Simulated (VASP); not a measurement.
MnSi (rocksalt type), 2 atoms in the cell. It takes space group I4/mmm (No. 139, tetragonal). Conventional cell: a = 3.357 Å, b = 3.357 Å, c = 4.845 Å, α = 90.00°, β = 90.00°, γ = 90.00°. Mn (site symmetry 4/mmm) has 6 Si at 2.37 to 2.42 Å within 3.1 Å. Within 3.1 Å of Si (site symmetry 4/mmm) lie 6 Mn at 2.37 to 2.42 Å.  This cell differs from its parent crystal: x and y stretched by -2 %, z held.

```yaml
Program: VASP 6.6.1
Task: single point
Functional: PBE
Potentials_or_basis: VASP PAW PBE potentials, release 64 (Mn_pv, Si)
Cutoff: 520 eV
k_mesh: 15 × 15 × 15
Occupations: fermi-dirac, width 0.05 eV
Spin: collinear spin, ferromagnetic start
Starting_moments: "[4.0, 0.0] μB"
Dipole_correction: no
Further_INCAR_settings: ALGO = Normal; EDIFF = 1e-06; NBANDS = 20
```

Potentials or basis: VASP PAW PBE potentials, release 64 (Mn_pv, Si).

Run with:

```console
$ cat potpaw_PBE.64/Mn_pv/POTCAR potpaw_PBE.64/Si/POTCAR > POTCAR
$ mpirun -np 1 vasp_std > vasp.out
```

Hardware: 1 thread of Intel(R) Xeon(R) Platinum 8488C (Sapphire Rapids) (shared host).

How long does it take, and how much memory?

Wall time 3.1 min on 1 thread of Intel(R) Xeon(R) Platinum 8488C (Sapphire Rapids), on a shared host, peak memory 0.35 GiB. Counts: scf iterations 13, k points 288.
